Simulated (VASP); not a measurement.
# CoSi2 (Fm-3m) in VASP: further runs

CoSi2 is run at these levels: PBE; tasks: single point.

All numbers are computed with VASP 6.6.1; they aren't measurements. Logs are shortened: lines on timing, memory, paths and dates and some standing lists are left out, and cuts for length are marked.

## (1) The cell of the first run

Symmetry: Fm-3m, No. 225, cubic system. The conventional cell has a = 5.213 Å, b = 5.213 Å, c = 5.213 Å, α = 90.00°, β = 90.00°, γ = 90.00°. Co (site symmetry m-3m) has 8 Si at 2.26 Å within 3.0 Å. Within 3.0 Å of Si (site symmetry -43m) lie 4 Co at 2.26 Å and 6 Si at 2.61 Å.

## (2) Single point, PBE, collinear spin, ferromagnetic start (11.81 Å³/atom)

Input file INCAR:

```
SYSTEM = CoSi2
PREC = Accurate ; ENCUT = 520
EDIFF = 1E-6 ; ISMEAR = 0
SIGMA = 0.15 ; LREAL = .FALSE.
LASPH = .TRUE. ; NELM = 150
ALGO = Normal ; ISIF = 2
LWAVE = .FALSE. ; LCHARG = .FALSE.
ISPIN = 2 ; MAGMOM = 1.375 0 0
LORBIT = 11 ; NUPDOWN = 1.375
LMAXMIX = 4 ; GGA = PE
NBANDS = 20
```

Input file KPOINTS:

```
regular mesh
0
G
  14 14 14
  0 0 0
```

Input file POSCAR:

```
CoSi2
1.0
    0.0000000000      2.6066888915      2.6066888915
    2.6066888915      0.0000000000      2.6066888915
    2.6066888915      2.6066888915      0.0000000000
Co Si
1 2
Direct
    0.0000000000      0.0000000000      0.0000000000
    0.2500000000      0.2500000000      0.2500000000
    0.7500000000      0.7500000000      0.7500000000
```

Potentials or basis: VASP PAW PBE potentials, release 64 (Co, Si).

Run with:

```
cat potpaw_PBE.64/Co/POTCAR potpaw_PBE.64/Si/POTCAR > POTCAR
mpirun -np 1 vasp_std > vasp.out
```

OUTCAR:

```text
SYSTEM = CoSi2
   PREC = Accurate
   ENCUT = 520
   EDIFF = 1E-6
   ISMEAR = 0
   LREAL = .FALSE.
   LASPH = .TRUE.
   NELM = 150
   ISIF = 2
   ISPIN = 2
   LORBIT = 11
   NUPDOWN = 1.375
   GGA = PE

 ion  position               nearest neighbor table
   1  0.000  0.000  0.000-   3 2.26   3 2.26   3 2.26   2 2.26   3 2.26   2 2.26   2 2.26   2 2.26

   2  0.250  0.250  0.250-   1 2.26   1 2.26   1 2.26   1 2.26   3 2.61   3 2.61   3 2.61   3 2.61
                             3 2.61   3 2.61
   3  0.750  0.750  0.750-   1 2.26   1 2.26   1 2.26   1 2.26   2 2.61   2 2.61   2 2.61   2 2.61
                             2 2.61   2 2.61

  LATTYP: Found a face centered cubic cell.
 ALAT       =     5.2133777830

  Lattice vectors:

 A1 = (   0.0000000000,   2.6066888915,   2.6066888915)
 A2 = (   2.6066888915,   0.0000000000,   2.6066888915)
 A3 = (   2.6066888915,   2.6066888915,   0.0000000000)

Analysis of symmetry for initial positions (statically):
=====================================================================
 Subroutine PRICEL returns:
 Original cell was already a primitive cell.

 Routine SETGRP: Setting up the symmetry group for a
 face centered cubic supercell.

 Subroutine GETGRP returns: Found 48 space group operations
 (whereof 48 operations were pure point group operations)
 out of a pool of 48 trial point group operations.

The static configuration has the point symmetry O_h .

Analysis of symmetry for dynamics (positions and initial velocities):
=====================================================================
 Subroutine PRICEL returns:
 Original cell was already a primitive cell.

 Routine SETGRP: Setting up the symmetry group for a
 face centered cubic supercell.

 Subroutine GETGRP returns: Found 48 space group operations
 (whereof 48 operations were pure point group operations)
 out of a pool of 48 trial point group operations.

The dynamic configuration has the point symmetry O_h .

Analysis of structural, dynamic, and magnetic symmetry:
=====================================================================
 Subroutine PRICEL returns:
 Original cell was already a primitive cell.

 Routine SETGRP: Setting up the symmetry group for a
 face centered cubic supercell.

 Subroutine GETGRP returns: Found 48 space group operations
 (whereof 48 operations were pure point group operations)
 out of a pool of 48 trial point group operations.

The overall configuration has the point symmetry O_h .
[... 118 lines left out ...]
   IALGO  =     38    algorithm
   IMIX   =      4    mixing-type and parameters
     AMIX     =   0.40;   BMIX     =  1.00
     AMIX_MAG =   1.60;   BMIX_MAG =  1.00
  volume/ion in A,a.u.               =      11.81        79.68
  Fermi-wavevector in a.u.,A,eV,Ry     =   1.281716  2.422093 22.351609  1.642797
  Thomas-Fermi vector in A             =   2.414070
   LORBIT       =     11    0 simple, 1 ext, 2 COOP (PROOUT), +10 PAW based schemes
   GGA     = PE    functional components
   LHFCALC =     F    Hartree Fock is set to
   AEXX    =    0.0000 exact exchange contribution
   IVDW    =     0    specifies the selected vdW correction
   LEPSILON=     F    determine dielectric tensor
   LRPA    =     F    only Hartree local field effects (RPA)
 spin polarized calculation
 Gauss-broadening in eV      SIGMA  =   0.15
  energy-cutoff  :      520.00
  volume of cell :       35.42
 maximum number of plane-waves:       967
   NGX = 13   NGY = 13   NGZ = 13

 number of electron      17.0000002 magnetization       1.3750000

 Free energy of the ion-electron system (eV)
  ---------------------------------------------------
  ext. energy  EPLUGINS =         0.00000000
  ---------------------------------------------------
  free energy    TOTEN  =       -18.15017402 eV

  energy without entropy =      -18.12742300  energy(sigma->0) =      -18.13879851

 E-fermi :  10.6420     XC(G=0): -12.1234

 val. band max:       13.2482638777   @ k =   0.4286   0.2857   0.0714
 cond. band min:      10.6461319098   @ k =   0.3571   0.2857   0.0000
 fundamental gap:     -2.6021319679
 Fermi energy:        13.2492519906

 spin component 1

 k-point     1 :       0.0000    0.0000    0.0000
  band No.  band energies     occupation
      1      -2.6896      1.00000
      2       6.4670      1.00000
      3       6.4670      1.00000
      4       6.4670      1.00000
      5       8.5870      1.00000
      6       8.5870      1.00000
[... 541 lines left out ...]
     19      26.4296      0.00000
     20      28.5462      0.00000

 [... further k-points ...]

 spin component 2

 k-point     1 :       0.0000    0.0000    0.0000
  band No.  band energies     occupation
      1      -2.3740      1.00000
      2       6.9833      1.00000
      3       6.9833      1.00000
      4       6.9833      1.00000
      5       9.2929      1.00000
      6       9.2929      1.00000
[... 541 lines left out ...]
     19      26.6771      0.00000
     20      28.9034      0.00000

 [... further k-points ...]
[... 5 lines left out ...]
  --------------------------------------------------------------------------------------
  -------------------------------------------------------------------------------------
  Total        5.8647798      5.8647798      5.8647798     -0.0000000      0.0000000     -0.0000000
  in kB      265.2556821    265.2556821    265.2556821     -0.0000000      0.0000000     -0.0000000
  external PRESSURE =     265.2556821 kB  Pullay stress =       0.0000000 kB

 VOLUME and BASIS-vectors are now :
 -----------------------------------------------------------------------------
  energy-cutoff  :      520.00
  volume of cell :       35.42
      direct lattice vectors                 reciprocal lattice vectors
     0.000000000  2.606688892  2.606688892    -0.191814221  0.191814221  0.191814221
     2.606688892  0.000000000  2.606688892     0.191814221 -0.191814221  0.191814221
     2.606688892  2.606688892  0.000000000     0.191814221  0.191814221 -0.191814221

 POSITION                                       TOTAL-FORCE (eV/Angst)
 -----------------------------------------------------------------------------------
      0.00000      0.00000      0.00000         0.000000     -0.000000      0.000000
      1.30334      1.30334      1.30334        -0.000000     -0.000000     -0.000000
      3.91003      3.91003      3.91003         0.000000      0.000000     -0.000000
 -----------------------------------------------------------------------------------
    total drift:                               -0.000000     -0.000000      0.000000

  FREE ENERGIE OF THE ION-ELECTRON SYSTEM (eV)
  ---------------------------------------------------
  free  energy   TOTEN  =       -18.1501740155 eV

  energy  without entropy=      -18.1274229993  energy(sigma->0) =      -18.13879851

 total charge

# of ion       s       p       d       tot
------------------------------------------
    1        0.588   0.820   7.654   9.062
    2        0.744   0.919   0.000   1.663
    3        0.744   0.919   0.000   1.663
--------------------------------------------------
tot          2.075   2.658   7.654  12.387

 magnetization (x)

# of ion       s       p       d       tot
------------------------------------------
    1        0.014   0.162   0.682   0.858
    2        0.034   0.079   0.000   0.113
    3        0.034   0.079   0.000   0.113
--------------------------------------------------
tot          0.082   0.320   0.682   1.084
```

stdout:

```text
POSCAR found type information on POSCAR CoSi
 POSCAR found :  2 types and       3 ions
 scaLAPACK will be used
 LDA part: xc-table for (Slater+PW92), standard interpolation
 POSCAR, INCAR and KPOINTS ok, starting setup
 FFT: planning ... GRIDC
 FFT: planning ... GRID_SOFT
 FFT: planning ... GRID
 WAVECAR not read
 entering main loop
```

Wall time 2.4 min (1 thread of Intel Xeon 8259CL, shared host); peak memory 0.25 GiB.

Results:

```
Free energy                                           : -18.1502 eV
Pressure                                              : 26.5 GPa
Net moment                                            : 1.38 μB per cell
Site moments                                          : Co +0.86; Si +0.11 μB
Valence electrons inside the program's atomic spheres : Co 9.06; Si 1.66
```

Caveat: the cell stands under pressure; the total moment is fixed, so each spin has its own Fermi level.

## (3) Single point, PBE (11.30 Å³/atom)

This run uses another cell than the first one, of 11.30 Å³/atom.

Input file INCAR:

```
PREC = Accurate
ENCUT = 520
EDIFF = 1E-7
ISMEAR = 0
SIGMA = 0.15
LREAL = F
LASPH = T
NELM = 100
ALGO = Normal
ISIF = 2
LWAVE = F
LCHARG = F
GGA = PE
NBANDS = 16
```

Input file KPOINTS:

```
regular mesh
0
Gamma
  14 14 14
```

Input file POSCAR:

```
CoSi2
1.0
    0.0000000000      2.5683793221      2.5683793221
    2.5683793221      0.0000000000      2.5683793221
    2.5683793221      2.5683793221      0.0000000000
Co Si
1 2
Direct
    0.0000000000      0.0000000000      0.0000000000
    0.2500000000      0.2500000000      0.2500000000
    0.7500000000      0.7500000000      0.7500000000
```

Potentials or basis: VASP PAW PBE potentials, release 64 (Co, Si).

Run with:

```
cat potpaw_PBE.64/Co/POTCAR potpaw_PBE.64/Si/POTCAR > POTCAR
mpirun -np 1 vasp_std > vasp.out
```

OUTCAR:

```text
PREC = Accurate
   ENCUT = 520
   EDIFF = 1E-7
   ISMEAR = 0
   LREAL = F
   LASPH = T
   NELM = 100
   ISIF = 2
   GGA = PE

 ion  position               nearest neighbor table
   1  0.000  0.000  0.000-   3 2.22   3 2.22   3 2.22   2 2.22   3 2.22   2 2.22   2 2.22   2 2.22

   2  0.250  0.250  0.250-   1 2.22   1 2.22   1 2.22   1 2.22   3 2.57   3 2.57   3 2.57   3 2.57
                             3 2.57   3 2.57
   3  0.750  0.750  0.750-   1 2.22   1 2.22   1 2.22   1 2.22   2 2.57   2 2.57   2 2.57   2 2.57
                             2 2.57   2 2.57

  LATTYP: Found a face centered cubic cell.
 ALAT       =     5.1367586442

  Lattice vectors:

 A1 = (   0.0000000000,   2.5683793221,   2.5683793221)
 A2 = (   2.5683793221,   0.0000000000,   2.5683793221)
 A3 = (   2.5683793221,   2.5683793221,   0.0000000000)

Analysis of symmetry for initial positions (statically):
=====================================================================
 Subroutine PRICEL returns:
 Original cell was already a primitive cell.

 Routine SETGRP: Setting up the symmetry group for a
 face centered cubic supercell.

 Subroutine GETGRP returns: Found 48 space group operations
 (whereof 48 operations were pure point group operations)
 out of a pool of 48 trial point group operations.

The static configuration has the point symmetry O_h .

Analysis of symmetry for dynamics (positions and initial velocities):
=====================================================================
 Subroutine PRICEL returns:
 Original cell was already a primitive cell.

 Routine SETGRP: Setting up the symmetry group for a
 face centered cubic supercell.

 Subroutine GETGRP returns: Found 48 space group operations
 (whereof 48 operations were pure point group operations)
 out of a pool of 48 trial point group operations.

[... 114 lines left out ...]
   NUPDOWN=      -1.0000    fix difference up-down
   EMIN   =  10.00;   EMAX   =-10.00  energy-range for DOS
   EFERMI =   0.00;   METHOD = LEGACY
   ISMEAR =     0;   SIGMA  =   0.15  broadening in eV -4-tet -1-fermi 0-gaus
   EFERMI_NEDOS =   21; number of points for ismear=-14 and -15
   IALGO  =     38    algorithm
   IMIX   =      4    mixing-type and parameters
     AMIX     =   0.40;   BMIX     =  1.00
     AMIX_MAG =   1.60;   BMIX_MAG =  1.00
  volume/ion in A,a.u.               =      11.30        76.22
  Fermi-wavevector in a.u.,A,eV,Ry     =   1.300834  2.458220 23.023368  1.692170
  Thomas-Fermi vector in A             =   2.432007
   LORBIT       =      0    0 simple, 1 ext, 2 COOP (PROOUT), +10 PAW based schemes
   GGA     = PE    functional components
   LHFCALC =     F    Hartree Fock is set to
   AEXX    =    0.0000 exact exchange contribution
   IVDW    =     0    specifies the selected vdW correction
   LEPSILON=     F    determine dielectric tensor
   LRPA    =     F    only Hartree local field effects (RPA)
 non-spin polarized calculation
 Gauss-broadening in eV      SIGMA  =   0.15
  energy-cutoff  :      520.00
  volume of cell :       33.89
 maximum number of plane-waves:       941
   NGX = 13   NGY = 13   NGZ = 13

 number of electron      16.9999994 magnetization

 Free energy of the ion-electron system (eV)
  ---------------------------------------------------
  ext. energy  EPLUGINS =         0.00000000
  ---------------------------------------------------
  free energy    TOTEN  =       -18.91541873 eV

  energy without entropy =      -18.90552831  energy(sigma->0) =      -18.91047352

 E-fermi :  11.8838     XC(G=0): -12.3342

 val. band max:       11.8001072747   @ k =   0.4286   0.0714   0.0000
 cond. band min:      11.8840739804   @ k =   0.3571   0.0714   0.0000
 fundamental gap:      0.0839667056
 Fermi energy:        11.8837554429

 k-point     1 :       0.0000    0.0000    0.0000
  band No.  band energies     occupation
      1      -2.2568      2.00000
      2       7.2019      2.00000
      3       7.2019      2.00000
      4       7.2019      2.00000
      5       9.5138      2.00000
      6       9.5138      2.00000
[... 433 lines left out ...]
      3       7.3786      2.00000
      4       7.4422      2.00000
      5       8.6261      2.00000
      6       9.7396      2.00000
[... 8 lines left out ...]
     15      20.7420      0.00000
     16      21.2204      0.00000

 [... further k-points ...]
[... 5 lines left out ...]
  --------------------------------------------------------------------------------------
  -------------------------------------------------------------------------------------
  Total        6.3934708      6.3934708      6.3934708     -0.0000000     -0.0000000     -0.0000000
  in kB      302.3011367    302.3011367    302.3011367     -0.0000000     -0.0000000     -0.0000000
  external PRESSURE =     302.3011367 kB  Pullay stress =       0.0000000 kB

 VOLUME and BASIS-vectors are now :
 -----------------------------------------------------------------------------
  energy-cutoff  :      520.00
  volume of cell :       33.89
      direct lattice vectors                 reciprocal lattice vectors
     0.000000000  2.568379322  2.568379322    -0.194675294  0.194675294  0.194675294
     2.568379322  0.000000000  2.568379322     0.194675294 -0.194675294  0.194675294
     2.568379322  2.568379322  0.000000000     0.194675294  0.194675294 -0.194675294

 POSITION                                       TOTAL-FORCE (eV/Angst)
 -----------------------------------------------------------------------------------
      0.00000      0.00000      0.00000        -0.000000      0.000000     -0.000000
      1.28419      1.28419      1.28419         0.000000      0.000000      0.000000
      3.85257      3.85257      3.85257        -0.000000     -0.000000     -0.000000
 -----------------------------------------------------------------------------------
    total drift:                               -0.000000     -0.000000      0.000000

  FREE ENERGIE OF THE ION-ELECTRON SYSTEM (eV)
  ---------------------------------------------------
  free  energy   TOTEN  =       -18.9154187276 eV

  energy  without entropy=      -18.9055283071  energy(sigma->0) =      -18.91047352
```

OSZICAR:

```text
N       E                     dE             d eps       ncg     rms          rms(c)
DAV:   1     0.630974239385E+02    0.63097E+02   -0.69111E+03  3352   0.104E+03
DAV:   2    -0.170802188784E+02   -0.80178E+02   -0.71579E+02  3688   0.209E+02
DAV:   3    -0.202469886450E+02   -0.31668E+01   -0.31203E+01  4344   0.459E+01
DAV:   4    -0.202985270307E+02   -0.51538E-01   -0.51503E-01  3864   0.560E+00
DAV:   5    -0.203000876580E+02   -0.15606E-02   -0.15606E-02  4424   0.100E+00    0.161E+01
DAV:   6    -0.225972792573E+02   -0.22972E+01   -0.20053E+01  3624   0.957E+01    0.144E+01
DAV:   7    -0.189865738012E+02    0.36107E+01   -0.93347E+00  4224   0.759E+01    0.441E+00
DAV:   8    -0.189373200511E+02    0.49254E-01   -0.48570E-01  3600   0.429E+00    0.163E+00
DAV:   9    -0.189152106880E+02    0.22109E-01   -0.66011E-02  4160   0.512E+00    0.483E-01
DAV:  10    -0.189158922921E+02   -0.68160E-03   -0.78613E-03  4568   0.149E+00    0.241E-01
DAV:  11    -0.189153994018E+02    0.49289E-03   -0.14983E-03  4184   0.807E-01    0.279E-02
DAV:  12    -0.189154192343E+02   -0.19832E-04   -0.89069E-05  3752   0.680E-02    0.123E-02
DAV:  13    -0.189154180934E+02    0.11409E-05   -0.51582E-06  4720   0.346E-02    0.463E-03
DAV:  14    -0.189154184724E+02   -0.37893E-06   -0.44987E-07  4000   0.704E-03    0.261E-03
DAV:  15    -0.189154187034E+02   -0.23100E-06   -0.24759E-08  2296   0.287E-03    0.455E-04
DAV:  16    -0.189154187276E+02   -0.24274E-07   -0.11301E-08  2072   0.136E-03
   1 F= -.18915419E+02 E0= -.18910474E+02  d E =-.989042E-02
```

Run time: 26 s. Hardware: 1 thread of Intel Xeon 6975P-C (Granite Rapids), shared host; peak memory 0.19 GiB.

Results:

- Free energy: -18.9154 eV
- Pressure: 30.2 GPa
- Band gap on the k mesh: zero (an odd number of electrons rules out a gap without spin polarisation)

Levels at points of the mesh, in eV from the Fermi level:
```tsv
k point	band 6	band 7	band 8	band 9	band 10	band 11	band 12	band 13
(0.00, 0.00, 0.00)	-2.37	2.08	3.46	3.46	3.46	3.93	3.93	3.93
(0.50, 0.00, 0.00)	-2.01	-2.01	-0.54	-0.54	3.10	3.80	3.80	5.50
(0.50, 0.50, 0.00)	-2.34	-2.34	-2.30	-1.65	2.12	2.98	8.67	10.91
```

Caveat: the cell stands under pressure; the run has no spin polarisation, though such a crystal can be magnetic. Spin polarisation is off, so any magnetic state and its effect on volume and gap are missing.

## (4) Single point, PBE (11.81 Å³/atom)

Input file INCAR:

```
SYSTEM = CoSi2
  PREC = Accurate
  ENCUT = 520
  EDIFF = 1E-7
  ISMEAR = 0
  SIGMA = 0.15
  LREAL = .False.
  LASPH = .True.
  NELM = 100
  ALGO = Normal
  ISIF = 2
  LWAVE = .False.
  LCHARG = .False.
  GGA = PE
  NBANDS = 16
```

Input file KPOINTS:

```
regular mesh
0
Gamma
  14 14 14
  0 0 0
```

Input file POSCAR:

```
CoSi2
1.0
    0.0000000000      2.6066888915      2.6066888915
    2.6066888915      0.0000000000      2.6066888915
    2.6066888915      2.6066888915      0.0000000000
Co Si
1 2
Direct
    0.0000000000      0.0000000000      0.0000000000
    0.2500000000      0.2500000000      0.2500000000
    0.7500000000      0.7500000000      0.7500000000
```

Run with:

```
cat potpaw_PBE.64/Co/POTCAR potpaw_PBE.64/Si/POTCAR > POTCAR
mpirun -np 1 vasp_std > vasp.out
```

Run time: 26 s. Hardware: 1 thread of Intel Xeon 6975P-C (Granite Rapids), shared host; peak memory 0.19 GiB.

Results (log left out):

| Item | Value |
| --- | --- |
| Free energy | -19.1439 eV |
| Pressure | 17.8 GPa |
| Band gap on the k mesh | zero (an odd number of electrons rules out a gap without spin polarisation) |

Levels at points of the mesh, in eV from the Fermi level:
| k point | band 6 | band 7 | band 8 | band 9 | band 10 | band 11 | band 12 | band 13 |
| --- | --- | --- | --- | --- | --- | --- | --- | --- |
| (0.00, 0.00, 0.00) | -2.20 | 1.59 | 3.46 | 3.46 | 3.46 | 3.74 | 3.74 | 3.74 |
| (0.50, 0.00, 0.00) | -1.86 | -1.86 | -0.52 | -0.52 | 2.95 | 3.65 | 3.65 | 5.07 |
| (0.50, 0.50, 0.00) | -2.19 | -2.19 | -2.16 | -1.53 | 1.92 | 2.96 | 8.63 | 10.43 |

Caveat: the cell stands under pressure; the run has no spin polarisation, though such a crystal can be magnetic. Spin polarisation is off, so any magnetic state and its effect on volume and gap are missing.

## (5) The runs side by side

```tsv
spin	fixed moment (μB)	cell	gap on the mesh (eV)	pressure (GPa)
collinear, ferromagnetic start	1.375	a = 3.686 Å, angles 60.0°, 3 atoms	-	26.5
off	-	a = 3.632 Å, angles 60.0°, 3 atoms	none	30.2
off	-	a = 3.686 Å, angles 60.0°, 3 atoms	none	17.8
```

Alike in all rows: task single point; level PBE; potentials or basis VASP PAW PBE potentials, release 64 (Co, Si); k mesh 14 × 14 × 14; cutoff (eV) 520; smearing gaussian 0.15 eV.

Caveats: the cell stands under pressure; the total moment is fixed, so each spin has its own Fermi level (at least some runs).

Total energies depend on the potentials used, so only differences within one code and one set of settings carry meaning.
